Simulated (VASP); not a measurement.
Runs of VASP 6.6.1 on Sn. The structure is that of space group Pm-3m (No. 221), or close to it. The cells are those of the table. 

```tsv
cell	gap on the mesh (eV)	pressure (GPa)
a = 2.368 Å, 1 atom	none	251.8
a = 3.090 Å, 1 atom	none	-0.1
a = 2.820 Å, 1 atom	none	(a)
a = 2.916 Å, 1 atom	none	12.0
```

Alike in all rows: task single point; level PBE; potentials or basis VASP PAW PBE potentials, release 64 (Sn_d); no spin polarisation; k mesh 12 × 12 × 12; cutoff (eV) 520; smearing fermi-dirac 0.08 eV.

Question: Fill in the values left out.

Answer: (a) 24.3.

Caveats: spin-orbit coupling is left out, which moves the levels of the heavy elements.

A k mesh can miss the band edges, and the runs leave out spin-orbit coupling on Sn.

A gap of «none» marks levels without a gap at the run's occupations.
